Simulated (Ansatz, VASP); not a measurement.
# BN: VASP beside Ansatz

```xyz
8
Lattice="3.6247 0.0000 0.0000 0.0000 -3.6247 0.0000 0.0000 0.0000 -3.6247" Properties=species:S:1:pos:R:3 pbc="T T T"
B     0.0000    0.0000    0.0000
B     1.8123   -1.8123    0.0000
B     1.8123    0.0000   -1.8123
B     0.0000   -1.8123   -1.8123
N     2.7185   -2.6310   -2.7185
N     0.9062   -0.9062   -2.7185
N     0.9062   -2.7185   -0.9062
N     2.7185   -0.9062   -0.9062
```

Alike in both runs: task single point; functional PBE; k mesh 6 × 6 × 6; occupations gaussian, width 0.05 eV; no spin polarisation.

|  | VASP | Ansatz |
| --- | --- | --- |
| version | VASP 6.6.1 | Ansatz 0.2.0 |
| potentials or method | VASP PAW PBE potentials, release 64 (B, N), cutoff 520 eV | scalar-relativistic, plane waves, PAW |
| valence electrons in the cell | 32 | 32 |

Ansatz gave:

```
gap on the k mesh at the Fermi level (eV)                     : 4.24
least direct gap on the mesh (eV)                             : 4.24
pressure (GPa)                                                : 0.7
traceless stress, the component that is largest in VASP (GPa) : 0.44
rms of the force components (eV/Å)                            : 0.685
```

Which values does VASP return?

gap on the k mesh at the Fermi level (eV): 4.23; least direct gap on the mesh (eV): 4.23; pressure (GPa): 0.9; traceless stress, the component that is largest in VASP (GPa): 0.49; rms of the force components (eV/Å): 0.689.

Atom by atom the forces differ by 0.004 eV/Å (rms over components). With one functional, cell and mesh, what is left measures potentials, basis and numerics.
